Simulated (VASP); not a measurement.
A run of VASP 6.6.1:

Contents of INCAR:

```
  AGGAC = 1.0
  AGGAX = 1.0
  ALDAC = 0.0
  ALDAX = 1.0
  ALGO = Normal
  EDIFF = 1E-6
  ENCUT = 520
  GGA = B5
  ISIF = 2
  ISMEAR = 1
  IVDW = 12
  LASPH = T
  LCHARG = T
  LELF = T
  LREAL = F
  LVHAR = T
  LWAVE = F
  NBANDS = 47
  NELM = 100
  PREC = Accurate
  SIGMA = 0.1
  VDW_A1 = 0.4298
  VDW_A2 = 4.2359
  VDW_S6 = 1.0
  VDW_S8 = 2.6996
```

KPOINTS

```
k-points
0
Gamma
  5 5 5
```

The input POSCAR:

```
HfW2
1.0
    0.0000000000      3.7717316436      3.7717316436
    3.7717316436      0.0000000000      3.7717316436
    3.7717316436      3.7717316436      0.0000000000
Hf W
2 4
Direct
    0.0000000000      0.0000000000      0.0000000000
    0.2500000000      0.2500000000      0.2500000000
    0.6250000000      0.6250000000      0.6250000000
    0.1250000000      0.6250000000      0.6250000000
    0.6250000000      0.6250000000      0.1250000000
    0.6250000000      0.1250000000      0.6250000000
```

Potentials or basis: VASP PAW PBE potentials, release 64 (Hf_pv, W_sv).

The run is started by

```console
$ cat potpaw_PBE.64/Hf_pv/POTCAR potpaw_PBE.64/W_sv/POTCAR > POTCAR
$ mpirun -np 1 vasp_std > vasp.out
```

Hardware: 1 thread of Intel Xeon 6975P-C, with other jobs on the host.

Problem. How long does it take, and how much memory?

Solution. Run time: 69 s on 1 thread of Intel Xeon 6975P-C (shared host), peak memory 0.26 GiB. Counts: scf iterations 14, k points 10.
